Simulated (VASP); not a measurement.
Crystal: KF.

```
CELL_PARAMETERS angstrom
-0.01761 2.93247 2.93247
2.93247 -0.01761 2.93247
2.93247 2.93247 -0.01761
ATOMIC_POSITIONS crystal
K 0.99947 0.99947 0.99947
F 0.25053 0.25053 0.25053
```

This cell differs from its parent crystal: epitaxial 111 strain +0.5%.

Base run:

```yaml
Program: VASP 6.6.1
Functional: r2SCAN
Potentials_or_basis: VASP PAW PBE potentials, release 64 (K_sv, F)
Cutoff: 520 eV
k_mesh: 8 × 8 × 8
Occupations: gaussian, width 0.01 eV
Spin: no spin polarisation
```

Its results: band gap on the k mesh 5.73 eV, indirect (least direct gap 5.92 eV); pressure -0.1 GPa; largest force 0.007 eV/Å.

Task: The run is repeated on the same cell with these changes: functional from r2SCAN to PBE; occupations from gaussian, width 0.01 eV to fermi-dirac, width 0.02 eV. What comes out?

Result: Band gap on the k mesh 5.14 eV, indirect (least direct gap 5.34 eV); pressure 0.8 GPa; largest force 0.007 eV/Å.

Caveats: the PAW data sets were made with another functional, which shifts forces and pressure a little (some runs).

A k mesh can miss the band edges.
